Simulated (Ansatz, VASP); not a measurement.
## As: VASP beside Ansatz

Contents of INCAR:

```
SYSTEM = As
  PREC = Accurate
  ENCUT = 400
  EDIFF = 1E-6
  ISMEAR = 0
  SIGMA = 0.04
  LREAL = .False.
  LASPH = .True.
  NELM = 120
  ALGO = Normal
  ISIF = 2
  LWAVE = .False.
  LCHARG = .False.
  LDIPOL = .True.
  IDIPOL = 3
  DIPOL = 0.5 0.5 0.587
  GGA = PE
  IVDW = 13
  NBANDS = 24
  GGA_COMPAT = .False.
  NELMDL = -8
```

File KPOINTS:

```
regular mesh
0
Gamma
  6 6 1
  0 0 0
```

The input POSCAR:

```
As
1.0
    6.2057346749      0.0000000000      0.0000000000
   -3.1028673374      5.3743238776      0.0000000000
    0.0000000000      0.0000000000     19.6000000000
As
6
Direct
    0.6666670000      0.6666670000      0.5511743579
    0.3344054220      0.9983974197      0.5511663342
    1.0027191849      0.3343733124      0.5511727208
    0.3344715982      0.3319960691      0.6222828008
    1.0002564708      0.6666080549      0.6222671253
    0.6690632568      1.0008366551      0.6222731983
```

Input for Ansatz:

```yaml
crystal:
  lattice:
    - [6.2057346749, 0.0, 0.0]
    - [-3.1028673374, 5.3743238776, 0.0]
    - [0.0, 0.0, 19.6]
  atoms:
    - { symbol: As, position: [0.666667, 0.666667, 0.5511743579] }
    - { symbol: As, position: [0.334405422, 0.9983974197, 0.5511663342] }
    - { symbol: As, position: [1.0027191849, 0.3343733124, 0.5511727208] }
    - { symbol: As, position: [0.3344715982, 0.3319960691, 0.6222828008] }
    - { symbol: As, position: [1.0002564708, 0.6666080549, 0.6222671253] }
    - { symbol: As, position: [0.6690632568, 1.0008366551, 0.6222731983] }
basis:
  ecutwfc: 420
kpoints:
  mp_grid: { grid: [6, 6, 1] }
hamiltonian:
  xc: pbe
  dispersion: d4
  pseudopotentials: { kind: paw, azcp: { folder: soft_1 } }
scf:
  occupations: { method: gaussian, width: 0.04 }
  n_extra_bands: 8
  max_iter: 160
output:
  forces: true
  eigenvalues: true
  write_density: true
  write_potential: true
  elf: true
  volumetric_format: npy
efield:
  axis: 3
  dipole_correction: true
```

Alike in both runs: task single point; functional PBE; dispersion D4; k mesh 6 × 6 × 1; occupations gaussian, width 0.04 eV; no spin polarisation.

```csv
,VASP,Ansatz
version,VASP 6.6.1,Ansatz 0.2.0
potentials or method,"VASP PAW PBE potentials, release 64 (As), cutoff 400 eV","scalar-relativistic, plane waves, PAW"
valence electrons in the cell,30,90
```

VASP gave:

| Property | Result |
| --- | --- |
| gap on the k mesh at the Fermi level (eV) | 1.58 |
| least direct gap on the mesh (eV) | 1.95 |
| rms of the force components (eV/Å) | 0.057 |

Q: Which values does Ansatz return?

A: gap on the k mesh at the Fermi level (eV): 1.58; least direct gap on the mesh (eV): 1.93; rms of the force components (eV/Å): 0.020.

Atom by atom the forces differ by 0.049 eV/Å (rms over components). VASP's potentials hold 30 valence electrons a cell and Ansatz's 90, so a difference there can come from the potentials and not from the codes.
